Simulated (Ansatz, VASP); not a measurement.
## One calculation of Cu3N, two programs

Contents of INCAR:

```
PREC = Accurate
ENCUT = 600
EDIFF = 1E-6
ISMEAR = 0
SIGMA = 0.01
LREAL = False
LASPH = True
NELM = 120
ALGO = Normal
ISIF = 2
LWAVE = False
LCHARG = False
GGA = PE
NBANDS = 27
GGA_COMPAT = False
```

The input KPOINTS:

```
regular mesh
0
Gamma
  10 10 10
```

The input POSCAR:

```
Cu3N
1.0
    3.9508358388      0.0000000000      0.0000000000
    0.0000000000      3.9508358388      0.0000000000
    0.0000000000      0.0000000000      3.9508358388
Cu N
3 1
Direct
    0.5000000000      0.0000000000      0.0000000000
    0.0000000000      0.5000000000      0.0000000000
    0.0000000000      0.0000000000      0.5000000000
    0.0000000000      0.0000000000      0.0000000000
```

Input for Ansatz:

```yaml
crystal:
  lattice:
    - [3.9508358388, 0.0, 0.0]
    - [0.0, 3.9508358388, 0.0]
    - [0.0, 0.0, 3.9508358388]
  atoms:
    - { symbol: Cu, position: [0.5, 0.0, 0.0] }
    - { symbol: Cu, position: [0.0, 0.5, 0.0] }
    - { symbol: Cu, position: [0.0, 0.0, 0.5] }
    - { symbol: "N", position: [0.0, 0.0, 0.0] }
basis:
  ecutwfc: 420
kpoints:
  mp_grid: { grid: [10, 10, 10] }
hamiltonian:
  xc: pbe
scf:
  occupations: { method: gaussian, width: 0.01 }
output:
  forces: true
  stress: true
  eigenvalues: true
```

Alike in both runs: task single point; functional PBE; k mesh 10 × 10 × 10; occupations gaussian, width 0.01 eV; no spin polarisation.

|  | VASP | Ansatz |
| --- | --- | --- |
| version | VASP 6.6.1 | Ansatz 0.2.0 |
| potentials or method | VASP PAW PBE potentials, release 64 (Cu, N), cutoff 600 eV | scalar-relativistic, plane waves, PAW |
| valence electrons in the cell | 38 | 62 |

```tsv
	VASP	Ansatz	Ansatz less VASP
gap on the k mesh at the Fermi level (eV)	0.55	0.52	-0.023
least direct gap on the mesh (eV)	1.04	1.01	-0.025
pressure (GPa)	-8.2	-8.8	-0.66
```

VASP's potentials hold 38 valence electrons a cell and Ansatz's 62, so a difference there can come from the potentials and not from the codes.
